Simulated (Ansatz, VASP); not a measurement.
**S: VASP beside Ansatz**

The input INCAR:

```
ALGO = Normal
EDIFF = 1E-7
ENCUT = 520
GGA = PE
ISIF = 2
ISMEAR = 0
LASPH = T
LCHARG = F
LREAL = F
LWAVE = F
NBANDS = 20
NELM = 100
PREC = Accurate
SIGMA = 0.1
```

The input KPOINTS:

```
k-points
0
Gamma
  4 4 6
```

The input POSCAR:

```
S
1.0
    5.6780537900      0.0000000000      0.0000000000
    0.0000000000      5.6780537900      0.0000000000
    0.0000000000      0.0000000000      2.9496155800
S
4
Direct
    1.1853913800      1.6453913800      1.4560000000
    0.4186086200      0.8786086200      1.4560000000
    0.6853913800      1.3786086200      0.9560000000
    0.9186086200      1.1453913800      0.9560000000
```

Input for Ansatz:

```yaml
crystal:
  lattice:
    - [5.67805379, 0.0, 0.0]
    - [0.0, 5.67805379, 0.0]
    - [0.0, 0.0, 2.94961558]
  atoms:
    - { symbol: S, position: [1.18539138, 1.64539138, 1.456] }
    - { symbol: S, position: [0.41860862, 0.87860862, 1.456] }
    - { symbol: S, position: [0.68539138, 1.37860862, 0.956] }
    - { symbol: S, position: [0.91860862, 1.14539138, 0.956] }
basis:
  ecutwfc: 420
kpoints:
  mp_grid: { grid: [4, 4, 6] }
hamiltonian:
  xc: pbe
scf:
  occupations: { method: gaussian, width: 0.1 }
  max_iter: 300
output:
  forces: true
  stress: true
  eigenvalues: true
```

Alike in both runs: task single point; functional PBE; k mesh 4 × 4 × 6; occupations gaussian, width 0.1 eV; no spin polarisation.

```csv
,VASP,Ansatz
version,VASP 6.6.1,Ansatz 0.2.0
potentials or method,"VASP PAW PBE potentials, release 64 (S), cutoff 520 eV","scalar-relativistic, plane waves, PAW"
valence electrons in the cell,24,24
```

|  | VASP | Ansatz | Ansatz less VASP |
| --- | --- | --- | --- |
| gap on the k mesh at the Fermi level (eV) | none | none | - |
| pressure (GPa) | 1.8 | 2.4 | +0.64 |
| traceless stress, the component that is largest in VASP (GPa) | -1.43 | -1.98 | -0.550 |
| rms of the force components (eV/Å) | 0.326 | 0.486 | +0.1594 |

Atom by atom the forces differ by 0.159 eV/Å (rms over components). A gap of «none» marks a metal or a gap that the smearing closes. With one functional, cell and mesh, what is left measures potentials, basis and numerics.
